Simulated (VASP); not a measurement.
**TiB2: single point with PBEsol**

The system is TiB2.

```xyz
3
Lattice="3.0292 0.0000 0.0000 -1.5146 2.6234 0.0000 0.0000 0.0000 3.2284" Properties=species:S:1:pos:R:3 pbc="T T T"
Ti    0.0000    0.0000    0.0000
B     1.5146    0.8745    1.6142
B     0.0000    1.7489    1.6142
```

| Item | Value |
| --- | --- |
| Program | VASP 6.6.1 |
| Task | single point |
| Functional | PBEsol |
| Potentials or basis | VASP PAW PBE potentials, release 64 (Ti_sv, B) |
| Cutoff | 520 eV |
| k mesh | 10 × 10 × 8 |
| Occupations | fermi-dirac, width 0.05 eV |
| Spin | no spin polarisation |
| Dipole correction | no |
| Further INCAR settings | ALGO = Normal; EDIFF = 1e-06; NBANDS = 16 |

The pressure is -4.6 GPa. The band gap on the k mesh is zero (band 9 reaches 10.28 eV, above the bottom of band 10 at 9.72 eV).

Stress tensor (GPa, compression positive):
```
-3.86  0.00  0.00
 0.00 -3.86  0.00
 0.00  0.00 -6.17
```

Levels at points of the mesh, in eV from the Fermi level:
```tsv
k point	band 7	band 8	band 9	band 10	band 11	band 12
(0.00, 0.00, 0.00)	-2.52	-2.24	-2.08	1.96	1.96	3.75
(0.50, 0.00, 0.00)	-3.17	-3.16	-2.22	1.40	2.82	3.30
(0.00, 0.00, 0.50)	-0.45	-0.45	-0.12	-0.12	0.49	0.49
(0.50, 0.00, 0.50)	-4.56	-3.77	-3.06	2.55	3.00	4.57
```

It took 14 s on 1 thread of AMD EPYC 9R45 (Zen 5), with other jobs on the host, peak memory 0.12 GiB.

Caveat: the PAW data sets were made with another functional, which shifts forces and pressure a little.
